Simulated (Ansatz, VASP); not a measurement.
Two plane-wave programs on InO

File INCAR:

```
ALGO = Normal
EDIFF = 1E-6
ENCUT = 520
GGA = PE
ISIF = 2
ISMEAR = 0
LASPH = T
LCHARG = F
LREAL = F
LWAVE = F
NBANDS = 27
NELM = 80
PREC = Accurate
SIGMA = 0.03
```

File KPOINTS:

```
k-points
0
Gamma
  12 12 2
```

POSCAR

```
InO
1.0
    3.4536138013      0.0000000000      0.0000000000
   -1.7268069007      2.9909172868      0.0000000000
    0.0000000000      0.0000000000     15.4801725000
In O
2 2
Direct
    0.6666666667      0.3333333333      0.5900210000
    0.6666666667      0.3333333333      0.4099790000
    0.0000000000      0.0000000000      0.6398670000
    0.0000000000      0.0000000000      0.3601330000
```

Input for Ansatz:

```yaml
crystal:
  lattice:
    - [3.4536138013, 0.0, 0.0]
    - [-1.7268069007, 2.9909172868, 0.0]
    - [0.0, 0.0, 15.4801725]
  atoms:
    - { symbol: In, position: [0.6666666667, 0.3333333333, 0.590021] }
    - { symbol: In, position: [0.6666666667, 0.3333333333, 0.409979] }
    - { symbol: O, position: [0.0, 0.0, 0.639867] }
    - { symbol: O, position: [0.0, 0.0, 0.360133] }
basis:
  ecutwfc: 420
kpoints:
  mp_grid: { grid: [12, 12, 2] }
hamiltonian:
  xc: pbe
scf:
  occupations: { method: gaussian, width: 0.03 }
output:
  forces: true
  stress: true
  eigenvalues: true
```

Change from the starting cell: strain +0.000 along x and y, -0.025 along z, atoms carried along.

Alike in both runs: task single point; functional PBE; k mesh 12 × 12 × 2; occupations gaussian, width 0.03 eV; no spin polarisation.

|  | VASP | Ansatz |
| --- | --- | --- |
| version | VASP 6.6.1 | Ansatz 0.2.0 |
| potentials or method | VASP PAW PBE potentials, release 64 (In_d, O), cutoff 520 eV | scalar-relativistic, plane waves, PAW |
| valence electrons in the cell | 38 | 38 |

|  | VASP | Ansatz | Ansatz less VASP |
| --- | --- | --- | --- |
| gap on the k mesh at the Fermi level (eV) | 0.44 | 0.46 | +0.014 |
| least direct gap on the mesh (eV) | 1.13 | 1.14 | +0.011 |
| rms of the force components (eV/Å) | 0.105 | 0.110 | +0.0042 |

Atom by atom the forces differ by 0.020 eV/Å (rms over components).
